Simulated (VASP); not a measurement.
# KF: single point with r2SCAN

KF:

```xyz
2
Lattice="0.0000 2.6735 2.6735 2.6735 0.0000 2.6735 2.6735 2.6735 0.0000" Properties=species:S:1:pos:R:3 pbc="T T T"
K     0.1750    0.0000    0.0000
F     2.6735    2.6735    2.6735
```

This cell differs from its parent crystal: all K atoms moved +0.175 Å, as atom 1 along Cartesian [1 0 0].

```
Program                : VASP 6.6.1
Task                   : single point
Functional             : r2SCAN
Potentials or basis    : VASP PAW PBE potentials, release 64 (K_sv, F)
Cutoff                 : 520 eV
k mesh                 : 8 × 8 × 8
Occupations            : gaussian, width 0.05 eV
Spin                   : no spin polarisation
Dipole correction      : no
Further INCAR settings : ALGO = Normal; EDIFF = 1e-06; NBANDS = 15
```

The pressure is -0.1 GPa. The largest force is 0.339 eV/Å. The band gap on the k mesh is 6.82 eV.

Forces in eV/Å, atoms in the order of the input:
```
K   -0.339  0.000  0.000
F    0.339  0.000  0.000
```

Stress tensor (GPa, compression positive):
```
 1.07  0.00  0.00
 0.00 -0.68  0.00
 0.00  0.00 -0.68
```

Levels at points of the mesh, in eV from the valence-band top:
| k point | band 6 | band 7 | band 8 | band 9 | band 10 | band 11 |
| --- | --- | --- | --- | --- | --- | --- |
| (0.00, 0.00, 0.00) | -0.01 | -0.01 | 0.00 | 6.82 | 11.47 | 11.52 |
| (0.50, 0.00, 0.00) | -0.75 | -0.33 | -0.31 | 9.68 | 11.18 | 12.94 |
| (0.50, 0.50, 0.00) | -0.20 | -0.08 | -0.04 | 8.86 | 11.17 | 12.43 |
| (0.00, 0.50, 0.50) | -0.17 | -0.05 | -0.05 | 8.78 | 11.09 | 12.43 |

Run time: 94 s on 1 thread of Intel(R) Xeon(R) Platinum 8488C (Sapphire Rapids), with other jobs on the host, peak memory 0.18 GiB.

Caveat: the cell differs from its parent crystal (all K atoms moved +0.175 Å, as atom 1 along Cartesian [1 0 0]); the PAW data sets were made with another functional, which shifts forces and pressure a little. A k mesh can miss the band edges.
